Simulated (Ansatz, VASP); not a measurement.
Two plane-wave programs on SnGeN2

The input INCAR:

```
ALGO     = Normal         # electronic algorithm
EDIFF    = 1E-6           # SCF threshold, eV
ENCUT    = 520            # plane-wave cutoff, eV
GGA      = PE             # functional
ISIF     = 2              # what is computed and relaxed
ISMEAR   = 0              # smearing method
LASPH    = T              # aspherical terms in the spheres
LCHARG   = F              # write CHGCAR
LREAL    = F              # projectors in reciprocal space
LWAVE    = F              # write WAVECAR
NBANDS   = 27             # bands
NELM     = 100            # most SCF steps
PREC     = Accurate       # precision mode
SIGMA    = 0.1            # smearing width, eV
```

The input KPOINTS:

```
k-points
0
Gamma
  6 6 4
```

The input POSCAR:

```
SnGeN2
1.0
    4.5280641300      0.0000000000      0.0000000000
   -2.2640320700      3.9214185700      0.0000000000
    0.0000000000      0.0000000000      4.2476350700
Sn Ge N
1 1 2
Direct
    0.3333333300      0.6666666700      0.5000000000
    0.6666666700      0.3333333300      0.5000000000
    0.0000000000      0.0000000000      0.0000000000
    0.6666666700      0.3333333300      0.0000000000
```

Input for Ansatz:

```yaml
crystal:
  lattice:
    - [4.52806413, 0.0, 0.0]
    - [-2.26403207, 3.92141857, 0.0]
    - [0.0, 0.0, 4.24763507]
  atoms:
    - { symbol: Sn, position: [0.33333333, 0.66666667, 0.5] }
    - { symbol: Ge, position: [0.66666667, 0.33333333, 0.5] }
    - { symbol: "N", position: [0.0, 0.0, 0.0] }
    - { symbol: "N", position: [0.66666667, 0.33333333, 0.0] }
basis:
  ecutwfc: 420
kpoints:
  mp_grid: { grid: [6, 6, 4] }
hamiltonian:
  xc: pbe
scf:
  occupations: { method: gaussian, width: 0.1 }
  lower_state_search: "off"
output:
  forces: true
  stress: true
  eigenvalues: true
```

Alike in both runs: task single point; functional PBE; k mesh 6 × 6 × 4; occupations gaussian, width 0.1 eV; no spin polarisation.

|  | VASP | Ansatz |
| --- | --- | --- |
| version | VASP 6.6.1 | Ansatz 0.2.0 |
| potentials or method | VASP PAW PBE potentials, release 64 (Sn_d, Ge_d, N), cutoff 520 eV | scalar-relativistic, plane waves, PAW |
| valence electrons in the cell | 38 | 38 |

|  | VASP | Ansatz | Ansatz less VASP |
| --- | --- | --- | --- |
| gap on the k mesh at the Fermi level (eV) | none | none | - |
| pressure (GPa) | -7.1 | -7.1 | +0.05 |
| traceless stress, the component that is largest in VASP (GPa) | -7.16 | -7.22 | -0.059 |

A gap of «none» marks a metal or a gap that the smearing closes.

The k mesh is coarse, so the values compare programs but aren't converged.
